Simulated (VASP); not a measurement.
Write the native input for VASP 6.6.1 that does the following.

```yaml
Task: single point
Functional: PBEsol
Potentials_or_basis: VASP PAW PBE potentials, release 64 (Pt, Te)
Cutoff: 520 eV
k_mesh: 8 × 8 × 8
Occupations: fermi-dirac, width 0.05 eV
Spin: no spin polarisation
Dipole_correction: no
Further_INCAR_settings: ALGO = Normal; EDIFF = 1e-07; NBANDS = 24
```

The structure of TePt lies in POSCAR:

```
TePt
1.0
    1.9411146507      1.1207030661      6.5250558655
   -1.9411146507      1.1207030661      6.5250558655
    0.0000000000     -2.2414061323      6.5250558655
Pt Te
2 2
Direct
    0.1296666667      0.1296666667      0.1296666667
    0.8703333333      0.8703333333      0.8703333333
    0.4020000000      0.4020000000      0.4020000000
    0.5980000000      0.5980000000      0.5980000000
```

One way to write it, as run:

INCAR

```
ALGO = Normal
EDIFF = 1E-7
ENCUT = 520
GGA = PS
ISIF = 2
ISMEAR = -1
LASPH = True
LCHARG = False
LREAL = False
LWAVE = False
NBANDS = 24
NELM = 60
PREC = Accurate
SIGMA = 0.05
```

KPOINTS

```
k-points
0
Gamma
  8 8 8
```

Potentials or basis: VASP PAW PBE potentials, release 64 (Pt, Te).

Run with:

```console
$ cat potpaw_PBE.64/Pt/POTCAR potpaw_PBE.64/Te/POTCAR > POTCAR
$ mpirun -np 1 vasp_std > vasp.out
```

It gave:

| Quantity | Value |
| --- | --- |
| Pressure | 9.0 GPa |
| Largest force | 0.931 eV/Å |
| Band gap on the k mesh | zero (band 16 reaches 10.77 eV, above the bottom of band 17 at 7.91 eV) |

Caveat: the PAW data sets were made with another functional, which shifts forces and pressure a little; spin-orbit coupling is left out, which moves the levels of the heavy elements.

Run time: 6 min on 1 thread of Intel(R) Xeon(R) 6975P-C (Granite Rapids), with other jobs on the host, peak memory 0.44 GiB.
